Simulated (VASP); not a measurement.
# Co (P6_3/mmc) in VASP: a series of runs, part 2 of 2

VASP 6.6.1. Earlier steps stand in the parts before.

## Step 4: Single point, RPBE, collinear spin, ferromagnetic start

This run uses another cell than the first one, of 10.47 Å³/atom.

INCAR

```
PREC = Accurate ; ENCUT = 520
EDIFF = 1E-6 ; ISMEAR = -1
SIGMA = 0.05 ; LREAL = False
LASPH = True ; NELM = 150
ALGO = Normal ; ISIF = 2
LWAVE = False ; LCHARG = False
ISPIN = 2 ; MAGMOM = 2 2 2 2
LORBIT = 11 ; LMAXMIX = 4
GGA = RP ; NBANDS = 30
```

KPOINTS

```
regular mesh
0
Gamma
  12 12 4
```

POSCAR

```
Co
1.0
    2.4539803297      0.0000000000      0.0000000000
   -1.2269901649      2.1252093060      0.0000000000
    0.0000000000      0.0000000000      8.0339487160
Co
4
Direct
    0.6666666667      0.3333333333      0.7500000000
    0.0000000000      0.0000000000      0.5000000000
    0.3333333333      0.6666666667      0.2500000000
    0.0000000000      0.0000000000      0.0000000000
```

Potentials or basis: VASP PAW PBE potentials, release 64 (Co).

The run is started by

```
$ cat potpaw_PBE.64/Co/POTCAR > POTCAR
$ mpirun -np 1 vasp_std > vasp.out
```

OUTCAR:

```text
PREC = Accurate
   ENCUT = 520
   EDIFF = 1E-6
   ISMEAR = -1
   LREAL = False
   LASPH = True
   NELM = 150
   ISIF = 2
   ISPIN = 2
   LORBIT = 11
   GGA = RP

 ion  position               nearest neighbor table
   1  0.667  0.333  0.750-   2 2.46   4 2.46   2 2.46   4 2.46   2 2.46   4 2.46
   2  0.000  0.000  0.500-   1 2.46   3 2.46   1 2.46   3 2.46   1 2.46   3 2.46
   3  0.333  0.667  0.250-   2 2.46   4 2.46   2 2.46   4 2.46   2 2.46   4 2.46
   4  0.000  0.000  0.000-   1 2.46   3 2.46   1 2.46   3 2.46   1 2.46   3 2.46

  LATTYP: Found a hexagonal cell.
 ALAT       =     2.4539803297
 C/A-ratio  =     3.2738439745
[... 1815 lines left out ...]
     2.453980330  0.000000000  0.000000000     0.407501229  0.235270944  0.000000000
    -1.226990165  2.125209306  0.000000000     0.000000000  0.470541888  0.000000000
     0.000000000  0.000000000  8.033948716     0.000000000  0.000000000  0.124471793

 POSITION                                       TOTAL-FORCE (eV/Angst)
 -----------------------------------------------------------------------------------
      1.22699      0.70840      6.02546        -0.000000     -0.000000     -0.000000
      0.00000      0.00000      4.01697        -0.000000      0.000000     -0.000000
     -0.00000      1.41681      2.00849         0.000000      0.000000      0.000000
      0.00000      0.00000      0.00000         0.000000      0.000000     -0.000000
 -----------------------------------------------------------------------------------
    total drift:                                0.000000     -0.000000      0.000000

  FREE ENERGIE OF THE ION-ELECTRON SYSTEM (eV)
  ---------------------------------------------------
  free  energy   TOTEN  =       -25.9315105520 eV

  energy  without entropy=      -25.8978704642  energy(sigma->0) =      -25.91469051

 total charge

# of ion       s       p       d       tot
------------------------------------------
    1        0.508   0.559   7.275   8.342
    2        0.509   0.555   7.284   8.347
    3        0.508   0.559   7.275   8.342
    4        0.509   0.555   7.284   8.347
--------------------------------------------------
tot          2.033   2.228  29.118  33.379

 magnetization (x)

# of ion       s       p       d       tot
------------------------------------------
    1       -0.014  -0.056   1.730   1.660
    2       -0.014  -0.053   1.706   1.639
    3       -0.014  -0.056   1.730   1.660
    4       -0.014  -0.053   1.706   1.639
--------------------------------------------------
tot         -0.057  -0.218   6.873   6.598
```

Run time: 3 min. Hardware: 1 thread of Intel Xeon 8259CL, shared host; peak memory 0.23 GiB.

What came out:

```
Free energy                                           : -25.9315 eV
Pressure                                              : 14.8 GPa
Net moment                                            : 6.54 μB per cell
Site moments                                          : Co +1.66, +1.64 (each value once) μB
Valence electrons inside the program's atomic spheres : Co 8.34, 8.35 (each value once)
```

Levels at points of the mesh, in eV from the Fermi level:
Spin up:
| k point | band 20 | band 21 | band 22 | band 23 | band 24 | band 25 |
| --- | --- | --- | --- | --- | --- | --- |
| (0.00, 0.00, 0.00) | -1.22 | -1.22 | -0.82 | -0.82 | -0.30 | 6.43 |
| (0.50, 0.00, 0.00) | -0.54 | 0.28 | 1.42 | 2.57 | 3.21 | 7.24 |
| (0.00, 0.00, 0.50) | -1.71 | -1.00 | -1.00 | -1.00 | -1.00 | 9.45 |
| (0.50, 0.00, 0.50) | -0.57 | 1.28 | 1.28 | 2.90 | 2.90 | 7.58 |
Spin down:
```tsv
k point	band 12	band 13	band 14	band 15	band 16	band 17
(0.00, 0.00, 0.00)	-0.87	-0.87	-0.83	-0.83	-0.39	0.07
(0.50, 0.00, 0.00)	-0.10	-0.06	0.49	1.24	1.26	1.27
(0.00, 0.00, 0.50)	-1.08	-0.97	-0.97	-0.97	-0.97	0.26
(0.50, 0.00, 0.50)	-0.87	-0.25	-0.25	0.85	0.85	1.26
```

Caveat: the cell stands under pressure; the PAW data sets were made with another functional, which shifts forces and pressure a little.

## Step 5: Single point, BLYP+D3(BJ), collinear spin, ferromagnetic start

This run uses another cell than the first one, of 10.63 Å³/atom.

INCAR

```
AGGAC = 1.0 ; AGGAX = 1.0
ALDAC = 0.0 ; ALDAX = 1.0
ALGO = Normal ; EDIFF = 1E-7
ENCUT = 520 ; GGA = B5
ISIF = 2 ; ISMEAR = -1
ISPIN = 2 ; IVDW = 12
LASPH = T ; LCHARG = T
LELF = T ; LMAXMIX = 4
LORBIT = 11 ; LREAL = F
LVHAR = T ; LWAVE = F
MAGMOM = 2 2 2 2 ; NBANDS = 30
NELM = 150 ; PREC = Accurate
SIGMA = 0.05 ; VDW_A1 = 0.4298
VDW_A2 = 4.2359 ; VDW_S6 = 1.0
VDW_S8 = 2.6996
```

KPOINTS

```
k-points
0
Gamma
  12 12 4
```

POSCAR

```
Co
1.0
    2.4764874730      0.0000000000      0.0000000000
   -1.2382437365      2.1447010637      0.0000000000
    0.0000000000      0.0000000000      8.0025760280
Co
4
Direct
    0.6666666667      0.3333333333      0.7500000000
    0.0000000000      0.0000000000      0.5000000000
    0.3333333333      0.6666666667      0.2500000000
    0.0000000000      0.0000000000      0.0000000000
```

The run is started by

```
$ cat potpaw_PBE.64/Co/POTCAR > POTCAR
$ mpirun -np 1 vasp_std > vasp.out
```

It took 6 min on 1 thread of Intel Xeon 8259CL, shared host; peak memory 0.24 GiB.

It converged, with:

| Item | Value |
| --- | --- |
| Free energy | -28.0079 eV |
| Pressure | -0.6 GPa |
| Net moment | 6.37 μB per cell |
| Site moments | Co +1.61, +1.59 (each value once) μB |
| Valence electrons inside the program's atomic spheres | Co 8.34 |
| Dispersion energy per atom | -0.974 eV |

Levels at points of the mesh, in eV from the Fermi level:
Spin up:
```
           k point  band 19  band 20  band 21  band 22  band 23  band 24
(0.00, 0.00, 0.00)    -1.46    -1.12    -1.12    -0.71    -0.71     0.09
(0.50, 0.00, 0.00)    -0.47    -0.45     0.45     1.58     2.64     3.25
(0.00, 0.00, 0.50)    -1.61    -1.61    -0.89    -0.89    -0.89    -0.89
(0.50, 0.00, 0.50)    -0.51    -0.51     1.41     1.41     2.97     2.97
```
Spin down:
| k point | band 10 | band 11 | band 12 | band 13 | band 14 | band 15 | band 16 | band 17 | band 18 | band 19 |
| --- | --- | --- | --- | --- | --- | --- | --- | --- | --- | --- |
| (0.00, 0.00, 0.00) | -1.20 | -1.11 | -0.89 | -0.89 | -0.85 | -0.85 | -0.01 | -0.01 | 0.11 | 0.35 |
| (0.50, 0.00, 0.00) | -1.24 | -0.78 | -0.16 | -0.12 | 0.72 | 1.15 | 1.19 | 1.21 | 1.22 | 1.30 |
| (0.00, 0.00, 0.50) | -1.11 | -1.11 | -1.11 | -1.01 | -1.01 | -1.01 | -1.01 | 0.19 | 0.19 | 0.19 |
| (0.50, 0.00, 0.50) | -0.94 | -0.78 | -0.78 | -0.20 | -0.20 | 0.80 | 0.80 | 1.16 | 1.16 | 1.28 |

Caveat: the PAW data sets were made with another functional, which shifts forces and pressure a little.

## Step 6: Summary

| level | cell | gap on the mesh (eV) | pressure (GPa) | moment (μB) |
| --- | --- | --- | --- | --- |
| BLYP | a = 2.437, b = 2.437, c = 7.979 Å, angles 90.0, 90.0, 120.0°, 4 atoms | none | 23.8 | 6.16 |
| PBE+D4 | a = 2.454, b = 2.454, c = 8.034 Å, angles 90.0, 90.0, 120.0°, 4 atoms | none | 2.2 | 6.47 |
| RPBE | a = 2.454, b = 2.454, c = 8.034 Å, angles 90.0, 90.0, 120.0°, 4 atoms | none | 14.8 | 6.54 |
| BLYP+D3(BJ) | a = 2.476, b = 2.476, c = 8.003 Å, angles 90.0, 90.0, 120.0°, 4 atoms | none | -0.6 | 6.37 |

Alike in all rows: task single point; potentials or basis VASP PAW PBE potentials, release 64 (Co); spin collinear, ferromagnetic start; k mesh 12 × 12 × 4; cutoff (eV) 520; smearing fermi-dirac 0.05 eV.

Caveats: the PAW data sets were made with another functional, which shifts forces and pressure a little (at least some runs); the cell stands under pressure (at least some runs).

Absolute energies hang on the potentials; compare differences alone.
